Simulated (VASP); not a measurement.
# BaNb (L10 type) (Pmm2) in VASP: notebook

BaNb (L10 type) is run at these levels: r2SCAN; tasks: electric field gradients.

All numbers are computed with VASP 6.6.1; they aren't measurements. Logs are shortened: lines on timing, memory, paths and dates and some standing lists are left out, and cuts for length are marked.

## (1) The cell of the first run

Symmetry: Pmm2, No. 25, orthorhombic system. Conventional cell: a = 3.068 Å, b = 5.798 Å, c = 3.068 Å, α = 90.00°, β = 90.00°, γ = 90.00°. Ba (site symmetry mm2) has 4 Ba at 3.07 Å and 8 Nb at 3.54 to 3.71 Å within 4.0 Å. Nb (site symmetry mm2) has 4 Nb at 3.07 Å and 8 Ba at 3.54 to 3.71 Å within 4.0 Å.

## (2) Electric field gradients, r2SCAN (atom 1 (Ba) moved by [0.2, 0.0, 0.0] A)

POSCAR reads:

```
BaNb
1.0
    3.0684281362      0.0000000000      0.0000000000
    0.0000000000      3.0684281362      0.0000000000
    0.0000000000      0.0000000000      5.7975120620
Ba Nb
1 1
Direct
    0.0651799524      0.0000000000      0.0000000000
    0.5000000000      0.5000000000      0.5000000000
```

INCAR.step1 reads:

```
SYSTEM = BaNb
  PREC = Accurate
  ENCUT = 520
  ISMEAR = -1
  SIGMA = 0.05
  LREAL = .False.
  LASPH = .True.
  NELM = 60
  NBANDS = 18
  GGA = PE
  ALGO = Normal
  EDIFF = 1E-4
  LWAVE = .True.
  LCHARG = .False.
```

INCAR.step2 reads:

```
SYSTEM = BaNb
  PREC = Accurate
  ENCUT = 520
  EDIFF = 1E-8
  ISMEAR = -1
  SIGMA = 0.05
  LREAL = .False.
  LASPH = .True.
  NELM = 60
  ALGO = Normal
  ISIF = 2
  LWAVE = .False.
  LCHARG = .False.
  METAGGA = R2SCAN
  LMIXTAU = .True.
  LEFG = .True.
  NBANDS = 18
  ISTART = 1
```

KPOINTS reads:

```
Automatic mesh
0
Gamma
  9 9 7
  0 0 0
```

Potentials or basis: VASP PAW PBE potentials, release 64 (Ba_sv, Nb_sv).

On the command line:

```bash
> cat potpaw_PBE.64/Ba_sv/POTCAR potpaw_PBE.64/Nb_sv/POTCAR > POTCAR
> cp INCAR.step1 INCAR
> mpirun -np 1 vasp_std > vasp.out
> cp INCAR.step2 INCAR
> mpirun -np 1 vasp_std > vasp.out
```

OUTCAR:

```text
SYSTEM = BaNb
   PREC = Accurate
   ENCUT = 520
   EDIFF = 1E-8
   ISMEAR = -1
   LREAL = .False.
   LASPH = .True.
   NELM = 60
   ISIF = 2
   METAGGA = R2SCAN
   ISTART = 1

 ion  position               nearest neighbor table
   1  0.065  0.000  0.000-   2 3.54   2 3.54   2 3.54   2 3.54   2 3.71   2 3.71   2 3.71   2 3.71

   2  0.500  0.500  0.500-   1 3.54   1 3.54   1 3.54   1 3.54   1 3.71   1 3.71   1 3.71   1 3.71

  LATTYP: Found a simple tetragonal cell.
 ALAT       =     3.0684281362
 C/A-ratio  =     1.8894078025

  Lattice vectors:

 A1 = (   3.0684281362,   0.0000000000,   0.0000000000)
 A2 = (   0.0000000000,   3.0684281362,   0.0000000000)
 A3 = (   0.0000000000,   0.0000000000,   5.7975120620)

Analysis of symmetry for initial positions (statically):
=====================================================================
 Subroutine PRICEL returns:
 Original cell was already a primitive cell.

 Routine SETGRP: Setting up the symmetry group for a
 simple tetragonal supercell.

 Subroutine GETGRP returns: Found  4 space group operations
 (whereof  4 operations were pure point group operations)
 out of a pool of 16 trial point group operations.

The static configuration has the point symmetry C_2v.

Analysis of symmetry for dynamics (positions and initial velocities):
=====================================================================
 Subroutine PRICEL returns:
 Original cell was already a primitive cell.

 Routine SETGRP: Setting up the symmetry group for a
 simple tetragonal supercell.

 Subroutine GETGRP returns: Found  4 space group operations
 (whereof  4 operations were pure point group operations)
 out of a pool of 16 trial point group operations.

The dynamic configuration has the point symmetry C_2v.

 Subroutine INISYM returns: Found  4 space group operations
 (whereof  4 operations are pure point group operations),
 and found     1 'primitive' translations

----------------------------------------------------------------------------------------

                                     Primitive cell

  volume of cell :      54.5850

  direct lattice vectors                    reciprocal lattice vectors
     3.068428136  0.000000000  0.000000000     0.325899762  0.000000000  0.000000000
     0.000000000  3.068428136  0.000000000     0.000000000  0.325899762  0.000000000
     0.000000000  0.000000000  5.797512062     0.000000000  0.000000000  0.172487783

  length of vectors
     3.068428136  3.068428136  5.797512062     0.325899762  0.325899762  0.172487783

  position of ions in fractional coordinates (direct lattice)
     0.065179952  0.000000000  0.000000000
     0.500000000  0.500000000  0.500000000

  ion indices of the primitive-cell ions
   primitive index   ion index
                 1           1
                 2           2

----------------------------------------------------------------------------------------

 KPOINTS: Automatic mesh

Automatic generation of k-mesh.
 Grid dimensions read from file:
 generate k-points for:    9    9    7

 Generating k-lattice:

  Cartesian coordinates                     Fractional coordinates (reciprocal lattice)
     0.036211085  0.000000000  0.000000000     0.111111111  0.000000000  0.000000000
     0.000000000  0.036211085  0.000000000     0.000000000  0.111111111  0.000000000
     0.000000000  0.000000000  0.024641112     0.000000000  0.000000000  0.142857143

  Length of vectors
     0.036211085  0.036211085  0.024641112

  Shift w.r.t. Gamma in fractional coordinates (k-lattice)
     0.000000000  0.000000000  0.000000000

 Subroutine IBZKPT returns following result:
 ===========================================

 Found    100 irreducible k-points:

 Following reciprocal coordinates:
            Coordinates               Weight
  0.000000  0.000000  0.000000      1.000000
  0.111111  0.000000  0.000000      2.000000
  0.000000  0.111111  0.000000      2.000000
  0.222222  0.000000  0.000000      2.000000
  0.000000  0.222222  0.000000      2.000000
  0.333333  0.000000  0.000000      2.000000
[... 16 lines left out ...]
  0.444444  0.333333  0.000000      4.000000
 -0.333333  0.444444  0.000000      4.000000
 [... further k-points ...]
   k-points           NKPTS =    100   k-points in BZ     NKDIM =    100   number of bands    NBANDS=     18
   number of dos      NEDOS =    301   number of ions     NIONS =      2
   total plane-waves  NPLWV =  27648
   dimension x,y,z NGX =    24 NGY =   24 NGZ =   48
   dimension x,y,z NGXF=    48 NGYF=   48 NGZF=   96
   ions per type =               1   1
   NGX,Y,Z   is equivalent  to a cutoff of  13.00, 13.00, 13.76 a.u.
   NGXF,Y,Z  is equivalent  to a cutoff of  26.01, 26.01, 27.53 a.u.
 SYSTEM =  BaNb
   PREC   = accura    normal or accurate (medium, high low for compatibility)
   ISTART =      1    job   : 0-new  1-cont  2-samecut
   ICHARG =      0    charge: 1-file 2-atom 10-const
   ISPIN  =      1    spin polarized calculation?
   LNONCOLLINEAR =      F non collinear calculations
   LSORBIT =      F    spin-orbit coupling
   LASPH  =      T    aspherical Exc in radial PAW
   ENCUT  =  520.0 eV  38.22 Ry    6.18 a.u.   5.71  5.71 10.78*2*pi/ulx,y,z
   NELM   =     60;   NELMIN=  2; NELMDL=  0     # of ELM steps
   EDIFF  = 0.1E-07   stopping-criterion for ELM
   LREAL  =      F    real-space projection
   EDIFFG = 0.1E-06   stopping-criterion for IOM
   NSW    =      0    number of steps for IOM
   IBRION =     -1    ionic relax: 0-MD 1-quasi-New 2-CG
   NFREE  =      0    steps in history (QN), initial steepest desc. (CG)
   ISIF   =      2    stress and relaxation
   ISYM   =      2    0-nonsym 1-usesym 2-fastsym
   POTIM  = 0.5000    time-step for ionic-motion
   TEBEG  =    0.0;   TEEND  =   0.0 temperature during run
   PSTRESS=    0.0 pullay stress
   NELECT =      23.0000    total number of electrons
   NUPDOWN=      -1.0000    fix difference up-down
   EMIN   =  10.00;   EMAX   =-10.00  energy-range for DOS
   EFERMI =   0.00;   METHOD = LEGACY
   ISMEAR =    -1;   SIGMA  =   0.05  broadening in eV -4-tet -1-fermi 0-gaus
   EFERMI_NEDOS =   21; number of points for ismear=-14 and -15
   IALGO  =     38    algorithm
   IMIX   =      4    mixing-type and parameters
     AMIX     =   0.40;   BMIX     =  1.00
     AMIX_MAG =   1.60;   BMIX_MAG =  1.00
  volume/ion in A,a.u.               =      27.29       184.18
  Fermi-wavevector in a.u.,A,eV,Ry     =   1.227325  2.319308 20.494819  1.506327
  Thomas-Fermi vector in A             =   2.362293
   LORBIT       =      0    0 simple, 1 ext, 2 COOP (PROOUT), +10 PAW based schemes
   METAGGA = R2SCAN    functional components
   LHFCALC =     F    Hartree Fock is set to
   AEXX    =    0.0000 exact exchange contribution
   IVDW    =     0    specifies the selected vdW correction
   LEPSILON=     F    determine dielectric tensor
   LRPA    =     F    only Hartree local field effects (RPA)
 non-spin polarized calculation
  energy-cutoff  :      520.00
  volume of cell :       54.59
 maximum number of plane-waves:      1486
   NGX = 11   NGY = 11   NGZ = 21

 number of electron      22.9999997 magnetization

 Free energy of the ion-electron system (eV)
  ---------------------------------------------------
  ext. energy  EPLUGINS =         0.00000000
  ---------------------------------------------------
  free energy    TOTEN  =       -48.64561961 eV

  energy without entropy =      -48.62756628  energy(sigma->0) =      -48.63659294

 E-fermi :   6.1453     XC(G=0): -11.3055

 val. band max:        6.1432282432   @ k =   0.0000   0.3333   0.0000
 cond. band min:       6.1609648540   @ k =   0.2222   0.2222   0.1429
 fundamental gap:      0.0177366108
 Fermi energy:         6.1453333154

 k-point     1 :       0.0000    0.0000    0.0000
  band No.  band energies     occupation
      1     -50.4862      2.00000
      2     -25.8397      2.00000
      3     -25.5436      2.00000
      4     -25.5353      2.00000
      5     -23.5593      2.00000
      6      -8.1685      2.00000
[... 10 lines left out ...]
     17       9.8217      0.00000
     18      14.0552      0.00000
[... 463 lines left out ...]
 k-point    24 :      -0.3333    0.4444    0.0000
  band No.  band energies     occupation
      1     -50.4001      2.00000
      2     -25.9932      2.00000
      3     -25.8791      2.00000
      4     -25.7386      2.00000
      5     -22.2442      2.00000
      6      -9.6332      2.00000
[... 10 lines left out ...]
     17      10.8459      0.00000
     18      12.7613      0.00000

 [... further k-points ...]

------------------------ aborting loop because EDIFF is reached ----------------------------------------

  FORCE on cell =-STRESS in cart. coord.  units (eV):
  Direction    XX          YY          ZZ          XY          YZ          ZX
  --------------------------------------------------------------------------------------
  -------------------------------------------------------------------------------------
  Total        0.7204857      0.8079550      0.4977078      0.0000000      0.0000000      0.0000000
  in kB       21.1476613     23.7150576     14.6086972      0.0000000      0.0000000      0.0000000
  external PRESSURE =      19.8238054 kB  Pullay stress =       0.0000000 kB

 VOLUME and BASIS-vectors are now :
 -----------------------------------------------------------------------------
  energy-cutoff  :      520.00
  volume of cell :       54.59
      direct lattice vectors                 reciprocal lattice vectors
     3.068428136  0.000000000  0.000000000     0.325899762  0.000000000  0.000000000
     0.000000000  3.068428136  0.000000000     0.000000000  0.325899762  0.000000000
     0.000000000  0.000000000  5.797512062     0.000000000  0.000000000  0.172487783

 POSITION                                       TOTAL-FORCE (eV/Angst)
 -----------------------------------------------------------------------------------
      0.20000      0.00000      0.00000        -0.247031      0.000000      0.000000
      1.53421      1.53421      2.89876         0.247031      0.000000      0.000000
 -----------------------------------------------------------------------------------
    total drift:                                0.002088      0.000000      0.000000

  FREE ENERGIE OF THE ION-ELECTRON SYSTEM (eV)
  ---------------------------------------------------
  free  energy   TOTEN  =       -48.6456196102 eV

  energy  without entropy=      -48.6275662764  energy(sigma->0) =      -48.63659294

 Electric field gradients (V/A^2)
---------------------------------------------------------------------
 ion       V_xx      V_yy      V_zz      V_xy      V_xz      V_yz
---------------------------------------------------------------------
   1     113.258   117.883  -231.141    -0.000     0.000    -0.000
   2      -5.948    -7.338    13.286    -0.000    -0.000    -0.000
---------------------------------------------------------------------

 Electric field gradients after diagonalization (V/A^2)
 (convention: |V_zz| > |V_xx| > |V_yy|)
----------------------------------------------------------------------
 ion       V_xx      V_yy      V_zz     asymmetry (V_yy - V_xx)/ V_zz
----------------------------------------------------------------------
   1     117.883   113.258  -231.141       0.020
   2      -7.338    -5.948    13.286       0.105
----------------------------------------------------------------------

           NMR quadrupolar parameters

 Cq : quadrupolar parameter    Cq=e*Q*V_zz/h
 eta: asymmetry parameters     (V_yy - V_xx)/ V_zz
 Q  : nuclear electric quadrupole moment in mb (millibarn)
----------------------------------------------------------------------
 ion       Cq(MHz)       eta       Q (mb)
----------------------------------------------------------------------
   1      -0.559       0.020       1.000
   2       0.032       0.105       1.000
----------------------------------------------------------------------
```

Wall time 4.7 min (1 thread of Intel Xeon Platinum 8259CL at 2.50GHz (Skylake/Cascade Lake), shared host); peak memory 0.25 GiB.

What came out:

- Free energy: -48.6456 eV
- Pressure: 2.0 GPa
- Largest force: 0.247 eV/Å
- Band gap on the k mesh: zero (an odd number of electrons rules out a gap without spin polarisation)
- Largest electric field gradient by atom: Ba -231.1; Nb +13.3 V/Å²

Forces on the atoms (eV/Å):
```
Ba  -0.247  0.000  0.000
Nb   0.247  0.000  0.000
```

Stress tensor (GPa, compression positive):
```
2.11 0.00 0.00
0.00 2.37 0.00
0.00 0.00 1.46
```

Electric field gradients, principal values (V/Å²):
| atom | least | middle | greatest (by size) |
| --- | --- | --- | --- |
| 1 Ba | 113.258 | 117.883 | -231.141 |
| 2 Nb | -5.948 | -7.338 | 13.286 |

Caveat: the cell differs from its parent crystal (atom 1 (Ba) moved by [0.2, 0.0, 0.0] A); without QUAD_EFG the Cq values of the log hold for a quadrupole moment of 1 mb, not for the nuclei; the PAW data sets were made with another functional, which shifts forces and pressure a little; spin-orbit coupling is left out, which moves the levels of the heavy elements.

(Part 1 of 2 ends here.)
